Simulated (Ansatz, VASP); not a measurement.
## Al in VASP and in Ansatz

```xyz
2
Lattice="-1.6175 1.6175 1.6175 1.6175 -1.6175 1.6175 3.2350 3.2350 0.0000" Properties=species:S:1:pos:R:3 pbc="T T T"
Al   -0.2370    0.2370    0.0000
Al    1.8545    1.3805    1.6175
```

Change from the starting cell: mode 1 frozen in at -0.335 Å and mode 5 at +0.000 Å (largest displacements).

Alike in both runs: task single point; functional PBE; k mesh 20 × 20 × 12; occupations gaussian, width 0.15 eV; no spin polarisation.

|  | VASP | Ansatz |
| --- | --- | --- |
| version | VASP 6.6.1 | Ansatz 0.2.0 |
| potentials or method | VASP PAW PBE potentials, release 64 (Al), cutoff 520 eV | scalar-relativistic, plane waves, PAW |
| valence electrons in the cell | 6 | 6 |

|  | VASP | Ansatz | Ansatz less VASP |
| --- | --- | --- | --- |
| gap on the k mesh at the Fermi level (eV) | none | none | - |
| pressure (GPa) | 0.3 | 0.3 | +0.02 |
| traceless stress, the component that is largest in VASP (GPa) | -2.35 | -2.37 | -0.017 |
| rms of the force components (eV/Å) | 0.021 | 0.021 | +0.0004 |

Atom by atom the forces differ by 0.000 eV/Å (rms over components). A gap of «none» marks a metal or a gap that the smearing closes. With one functional, cell and mesh, what is left measures potentials, basis and numerics.
